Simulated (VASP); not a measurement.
# S (Fm-3m) in VASP: further runs

The runs below take S through relaxation of cell and atoms, single point, with PBE.

Everything below comes from runs of VASP 6.6.1. Logs are shortened: lines on timing, memory, paths and dates and some standing lists are left out, and cuts for length are marked.

## (1) The cell of the first run

It takes space group Fm-3m (No. 225, cubic). The conventional cell has a = 3.193 Å, b = 3.193 Å, c = 3.193 Å, α = 90.00°, β = 90.00°, γ = 90.00°. Within 3.0 Å of S (site symmetry m-3m) lie 12 S at 2.26 Å.

## (2) Relaxation of cell and atoms, PBE, target pressure 200 GPa, at which the enthalpy is minimised

INCAR reads:

```
SYSTEM = S
PREC = Accurate
ENCUT = 600
EDIFF = 1E-7
ISMEAR = -1
SIGMA = 0.08
LREAL = .False.
LASPH = .True.
NELM = 80
ALGO = Normal
ISIF = 3
LWAVE = .False.
LCHARG = .False.
GGA = PE
IBRION = 2
NSW = 32
EDIFFG = -0.005
PSTRESS = 2000.0
```

KPOINTS reads:

```
Automatic mesh
0
Gamma
  20 20 20
  0 0 0
```

POSCAR reads:

```
S
1.0
    0.0000000000      1.5966549456      1.5966549456
    1.5966549456      0.0000000000      1.5966549456
    1.5966549456      1.5966549456      0.0000000000
S
1
Direct
    0.0000000000      0.0000000000      0.0000000000
```

Potentials or basis: VASP PAW PBE potentials, release 64 (S).

Launch:

```console
> cat potpaw_PBE.64/S/POTCAR > POTCAR
> mpirun -np 1 vasp_std > vasp.out
```

OUTCAR:

```text
SYSTEM = S
   PREC = Accurate
   ENCUT = 600
   EDIFF = 1E-7
   ISMEAR = -1
   LREAL = .False.
   LASPH = .True.
   NELM = 80
   ISIF = 3
   GGA = PE
   IBRION = 2
   NSW = 32
   EDIFFG = -0.005
   PSTRESS = 2000.0

 ion  position               nearest neighbor table
   1  0.000  0.000  0.000-

  LATTYP: Found a face centered cubic cell.
 ALAT       =     3.1933098912

  Lattice vectors:

 A1 = (   0.0000000000,   1.5966549456,   1.5966549456)
 A2 = (   1.5966549456,   0.0000000000,   1.5966549456)
 A3 = (   1.5966549456,   1.5966549456,   0.0000000000)

Analysis of symmetry for initial positions (statically):
=====================================================================
 Subroutine PRICEL returns:
 Original cell was already a primitive cell.

 Routine SETGRP: Setting up the symmetry group for a
 face centered cubic supercell.

 Subroutine GETGRP returns: Found 48 space group operations
 (whereof 48 operations were pure point group operations)
 out of a pool of 48 trial point group operations.

The static configuration has the point symmetry O_h .

Analysis of symmetry for dynamics (positions and initial velocities):
=====================================================================
 Subroutine PRICEL returns:
 Original cell was already a primitive cell.

 Routine SETGRP: Setting up the symmetry group for a
 face centered cubic supercell.

 Subroutine GETGRP returns: Found 48 space group operations
 (whereof 48 operations were pure point group operations)
 out of a pool of 48 trial point group operations.

The dynamic configuration has the point symmetry O_h .

 Subroutine INISYM returns: Found 48 space group operations
 (whereof 48 operations are pure point group operations),
 and found     1 'primitive' translations

----------------------------------------------------------------------------------------

                                     Primitive cell

  volume of cell :       8.1407

  direct lattice vectors                    reciprocal lattice vectors
     0.000000000  1.596654946  1.596654946    -0.313154700  0.313154700  0.313154700
     1.596654946  0.000000000  1.596654946     0.313154700 -0.313154700  0.313154700
     1.596654946  1.596654946  0.000000000     0.313154700  0.313154700 -0.313154700

  length of vectors
     2.258011078  2.258011078  2.258011078     0.542399850  0.542399850  0.542399850

  position of ions in fractional coordinates (direct lattice)
     0.000000000  0.000000000  0.000000000

  ion indices of the primitive-cell ions
   primitive index   ion index
                 1           1

----------------------------------------------------------------------------------------

 KPOINTS: Automatic mesh

Automatic generation of k-mesh.
 Grid dimensions read from file:
 generate k-points for:   20   20   20

 Generating k-lattice:

  Cartesian coordinates                     Fractional coordinates (reciprocal lattice)
    -0.015657735  0.015657735  0.015657735     0.050000000  0.000000000  0.000000000
     0.015657735 -0.015657735  0.015657735     0.000000000  0.050000000  0.000000000
     0.015657735  0.015657735 -0.015657735     0.000000000  0.000000000  0.050000000

  Length of vectors
     0.027119993  0.027119993  0.027119993

  Shift w.r.t. Gamma in fractional coordinates (k-lattice)
     0.000000000  0.000000000  0.000000000

 Subroutine IBZKPT returns following result:
 ===========================================

 Found    256 irreducible k-points:

 Following reciprocal coordinates:
            Coordinates               Weight
  0.000000  0.000000  0.000000      1.000000
  0.050000  0.000000  0.000000      8.000000
  0.100000  0.000000  0.000000      8.000000
  0.150000  0.000000  0.000000      8.000000
  0.200000  0.000000  0.000000      8.000000
  0.250000  0.000000  0.000000      8.000000
[... 16 lines left out ...]
 -0.400000  0.050000  0.000000     24.000000
 -0.350000  0.050000  0.000000     24.000000
 [... further k-points ...]
   k-points           NKPTS =    256   k-points in BZ     NKDIM =    256   number of bands    NBANDS=      7
   number of dos      NEDOS =    301   number of ions     NIONS =      1
   total plane-waves  NPLWV =   5832
   dimension x,y,z NGX =    18 NGY =   18 NGZ =   18
   dimension x,y,z NGXF=    36 NGYF=   36 NGZF=   36
   ions per type =               1
   NGX,Y,Z   is equivalent  to a cutoff of  13.25, 13.25, 13.25 a.u.
   NGXF,Y,Z  is equivalent  to a cutoff of  26.50, 26.50, 26.50 a.u.
 SYSTEM =  S
   PREC   = accura    normal or accurate (medium, high low for compatibility)
   ISTART =      0    job   : 0-new  1-cont  2-samecut
   ICHARG =      2    charge: 1-file 2-atom 10-const
   ISPIN  =      1    spin polarized calculation?
   LNONCOLLINEAR =      F non collinear calculations
   LSORBIT =      F    spin-orbit coupling
   LASPH  =      T    aspherical Exc in radial PAW
   ENCUT  =  600.0 eV  44.10 Ry    6.64 a.u.   4.51  4.51  4.51*2*pi/ulx,y,z
   NELM   =     80;   NELMIN=  2; NELMDL= -5     # of ELM steps
   EDIFF  = 0.1E-06   stopping-criterion for ELM
   LREAL  =      F    real-space projection
   EDIFFG = -.5E-02   stopping-criterion for IOM
   NSW    =     32    number of steps for IOM
   IBRION =      2    ionic relax: 0-MD 1-quasi-New 2-CG
   NFREE  =      1    steps in history (QN), initial steepest desc. (CG)
   ISIF   =      3    stress and relaxation
   ISYM   =      2    0-nonsym 1-usesym 2-fastsym
   POTIM  = 0.5000    time-step for ionic-motion
   TEBEG  =    0.0;   TEEND  =   0.0 temperature during run
   PSTRESS= 2000.0 pullay stress
   NELECT =       6.0000    total number of electrons
   NUPDOWN=      -1.0000    fix difference up-down
   EMIN   =  10.00;   EMAX   =-10.00  energy-range for DOS
   EFERMI =   0.00;   METHOD = LEGACY
   ISMEAR =    -1;   SIGMA  =   0.08  broadening in eV -4-tet -1-fermi 0-gaus
   EFERMI_NEDOS =   21; number of points for ismear=-14 and -15
   IALGO  =     38    algorithm
   IMIX   =      4    mixing-type and parameters
     AMIX     =   0.40;   BMIX     =  1.00
     AMIX_MAG =   1.60;   BMIX_MAG =  1.00
  volume/ion in A,a.u.               =       8.14        54.94
  Fermi-wavevector in a.u.,A,eV,Ry     =   1.478782  2.794493 29.753172  2.186796
  Thomas-Fermi vector in A             =   2.593021
   LORBIT       =      0    0 simple, 1 ext, 2 COOP (PROOUT), +10 PAW based schemes
   GGA     = PE    functional components
   LHFCALC =     F    Hartree Fock is set to
   AEXX    =    0.0000 exact exchange contribution
   IVDW    =     0    specifies the selected vdW correction
   LEPSILON=     F    determine dielectric tensor
   LRPA    =     F    only Hartree local field effects (RPA)
 conjugate gradient relaxation of ions
 non-spin polarized calculation
  energy-cutoff  :      600.00
  volume of cell :        8.14
 maximum number of plane-waves:       290
 NGX is ok and might be reduce to    18
   NGX =  9   NGY =  9   NGZ =  9

--------------------------------------- Ionic step        1  -------------------------------------------

 number of electron       6.0000001 magnetization

 Free energy of the ion-electron system (eV)
  ---------------------------------------------------
  ext. energy  EPLUGINS =         0.00000000
  ---------------------------------------------------
  free energy    TOTEN  =        -0.09245853 eV

  energy without entropy =       -0.08612639  energy(sigma->0) =       -0.08929246

------------------------ aborting loop because EDIFF is reached ----------------------------------------

  FORCE on cell =-STRESS in cart. coord.  units (eV):
  Direction    XX          YY          ZZ          XY          YZ          ZX
  --------------------------------------------------------------------------------------
  -------------------------------------------------------------------------------------
  Total       10.0234458     10.0234458     10.0234458      0.0000000      0.0000000     -0.0000000
  in kB     1972.7153437   1972.7153437   1972.7153437      0.0000000      0.0000000     -0.0000000
  external PRESSURE =     -27.2846563 kB  Pullay stress =    2000.0000000 kB
[... 59 lines left out ...]
  enthalpy is  TOTEN    =        10.0738349949 eV   P V=        9.9595460712

--------------------------------------- Ionic step        3  -------------------------------------------

 number of electron       6.0000001 magnetization

 Free energy of the ion-electron system (eV)
  ---------------------------------------------------
  ext. energy  EPLUGINS =         0.00000000
  ---------------------------------------------------
  free energy    TOTEN  =        -0.05219951 eV

  energy without entropy =       -0.04584452  energy(sigma->0) =       -0.04902201

 E-fermi :  20.2900     XC(G=0): -14.5521

 val. band max:       20.2469592751   @ k =   0.5000   0.3000   0.0000
 cond. band min:      20.3076329826   @ k =  -0.4500   0.1500   0.0000
 fundamental gap:      0.0606737075
 Fermi energy:        20.2900009301

 k-point     1 :       0.0000    0.0000    0.0000
  band No.  band energies     occupation
      1      -5.8626      2.00000
      2      29.1432      0.00000
      3      29.1432      0.00000
      4      29.1432      0.00000
      5      32.5016      0.00000
      6      32.5016      0.00000
      7      32.5016      0.00000
[... 221 lines left out ...]
 k-point    24 :      -0.3500    0.0500    0.0000
  band No.  band energies     occupation
      1      -0.2545      2.00000
      2      10.4648      2.00000
      3      24.3697      0.00000
      4      26.3869      0.00000
      5      31.8784      0.00000
      6      32.5035      0.00000
      7      34.4382      0.00000

 [... further k-points ...]

------------------------ aborting loop because EDIFF is reached ----------------------------------------

  FORCE on cell =-STRESS in cart. coord.  units (eV):
  Direction    XX          YY          ZZ          XY          YZ          ZX
  --------------------------------------------------------------------------------------
  -------------------------------------------------------------------------------------
  Total       10.1207777     10.1207777     10.1207777      0.0000000     -0.0000000     -0.0000000
  in kB     1999.8490329   1999.8490329   1999.8490329      0.0000000     -0.0000000     -0.0000000
  external PRESSURE =      -0.1509671 kB  Pullay stress =    2000.0000000 kB
[... 16 lines left out ...]
  FREE ENERGIE OF THE ION-ELECTRON SYSTEM (eV)
  ---------------------------------------------------
  free  energy   TOTEN  =        -0.0521995098 eV

  energy  without entropy=       -0.0458445150  energy(sigma->0) =       -0.04902201

  enthalpy is  TOTEN    =        10.0693421774 eV   P V=       10.1215416872

 reached required accuracy - stopping structural energy minimisation
```

Run time: 24 s. Hardware: 1 thread of Intel Xeon Platinum 8375C at 2.90GHz (Ice Lake), shared host; peak memory 0.12 GiB.

Results:

```yaml
Free_energy: -0.0522 eV
Relaxed_volume: 8.11 Å³/atom
Relaxed_cell: a = 2.255 Å, b = 2.255 Å, c = 2.255 Å, α = 60.00°, β = 60.00°, γ = 60.00°
Space_group_after_relaxing_to_0.05_Å: Fm-3m (No. 225)
Energy_change_on_relaxing_the_enthalpy_is_what_falls: +40.3 meV/atom
Ionic_steps: 3
Pressure_after_relaxing: 200.0 GPa
Band_gap_on_the_k_mesh: zero (band 3 reaches 29.14 eV, above the bottom of band 4 at 12.99 eV)
```

Step by step:
```tsv
step	energy change (eV)	largest force (eV/Å)	pressure (GPa)	volume (Å³)
1	0.0000	0.0000	197.27	8.14
2	0.2067	0.0000	211.23	7.98
3	0.0403	0.0000	199.98	8.11
```

Final structure:
```
S
1.0
     0.00000    1.59453    1.59453
     1.59453    0.00000    1.59453
     1.59453    1.59453    0.00000
S
1
Direct
  0.00000 0.00000 0.00000
```

Caveat: the cell is relaxed towards a set pressure, so the enthalpy falls and the energy may rise.

(Continued in part 2 of 2.)
